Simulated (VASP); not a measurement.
MnAs: single point with PBEsol

Crystal: MnAs.

```xyz
4
Lattice="3.7100 0.0000 0.0000 -1.8550 3.2130 0.0000 0.0000 0.0000 5.6910" Properties=species:S:1:pos:R:3 pbc="T T T"
Mn    0.0000    0.0000    0.0000
Mn    0.0000    0.0000    2.8455
As    0.0000    2.1420    1.4227
As    1.8550    1.0710    4.2683
```

```yaml
Program: VASP 6.6.1
Task: single point
Functional: PBEsol
Potentials_or_basis: VASP PAW PBE potentials, release 64 (Mn_pv, As)
Cutoff: 520 eV
k_mesh: 7 × 7 × 4
Occupations: methfessel-paxton, width 0.1 eV
Spin: collinear spin, ferromagnetic start
Starting_moments: "[2.8, 2.8, 0.0, 0.0] μB"
```

- Pressure: -7.7 GPa
- Net moment: 6.36 μB per cell
- Site moments: Mn +3.22; As -0.12 μB
- Valence electrons inside the program's atomic spheres: Mn 11.58; As 2.78

Stress tensor (GPa, compression positive):
```
-6.82  0.00  0.00
 0.00 -6.82  0.00
 0.00  0.00 -9.57
```

Levels at points of the mesh, in eV from the Fermi level:
Spin up:
```
           k point  band 19  band 20  band 21  band 22  band 23  band 24
(0.00, 0.00, 0.00)    -0.46     0.58     0.58     1.51     2.86     2.86
(0.00, 0.00, 0.50)    -1.03    -1.03     2.04     2.04     2.04     2.04
```
Spin down:
```tsv
k point	band 12	band 13	band 14	band 15	band 16	band 17	band 18	band 19
(0.00, 0.00, 0.00)	-1.11	-0.15	-0.15	0.03	0.03	0.59	0.59	1.26
(0.00, 0.00, 0.50)	-1.94	-1.94	-1.94	0.39	0.39	0.39	0.39	0.77
```

Wall time 2.2 min on 1 thread of Intel(R) Xeon(R) Platinum 8259CL CPU @ 2.50GHz (Skylake/Cascade Lake), with other jobs on the host, peak memory 0.24 GiB.

Caveat: the PAW data sets were made with another functional, which shifts forces and pressure a little; only a ferromagnetic start was run, and an antiferromagnetic order may lie lower in energy.
